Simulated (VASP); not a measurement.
Set up this calculation in VASP 6.6.1, as the native input.

* Task: single point
* Functional: PBEsol
* Potentials or basis: VASP PAW PBE potentials, release 64 (Ge_d, Si)
* Cutoff: 520 eV
* k mesh: 8 × 8 × 8
* Occupations: gaussian, width 0.01 eV
* Spin: no spin polarisation
* Dipole correction: no
* Further INCAR settings: ALGO = Normal; EDIFF = 1e-07; NBANDS = 36

The structure of Si3Ge lies in POSCAR:

```
Si3Ge
1.0
    5.4861294780     -0.0007839075     -0.0007839075
    0.0007839075     -5.4861294780      0.0007839075
    0.0007839075      0.0007839075     -5.4861294780
Ge Si
2 6
Direct
    0.7528686432      0.7471313568      0.7471313568
    0.4971313568      0.0028686432      0.0028686432
    0.2473760191      0.2526239809      0.7473376419
    0.2473760191      0.7473376419      0.2526239809
    0.7526623581      0.2526239809      0.2526239809
    0.0026239809      0.4973760191      0.0026623581
    0.0026239809      0.0026623581      0.4973760191
    0.4973376419      0.4973760191      0.4973760191
```

The input as run:

INCAR

```
PREC = Accurate ; ENCUT = 520
EDIFF = 1E-7 ; ISMEAR = 0
SIGMA = 0.01 ; LREAL = False
LASPH = True ; NELM = 100
ALGO = Normal ; ISIF = 2
LWAVE = False ; LCHARG = True
GGA = PS ; LELF = True
LVHAR = True ; NBANDS = 36
```

KPOINTS

```
Automatic mesh
0
Gamma
  8 8 8
```

Potentials or basis: VASP PAW PBE potentials, release 64 (Ge_d, Si).

Command:

```sh
$ cat potpaw_PBE.64/Ge_d/POTCAR potpaw_PBE.64/Si/POTCAR > POTCAR
$ mpirun -np 1 vasp_std > vasp.out
```

It gave:

| Property | Result |
| --- | --- |
| Pressure | 0.0 GPa |
| Largest force | 0.009 eV/Å |
| Band gap on the k mesh | 0.31 eV, direct |

Caveat: the PAW data sets were made with another functional, which shifts forces and pressure a little.

It took 7.4 min on 1 thread of Intel Xeon 6975P-C, with other jobs on the host, peak memory 0.46 GiB.
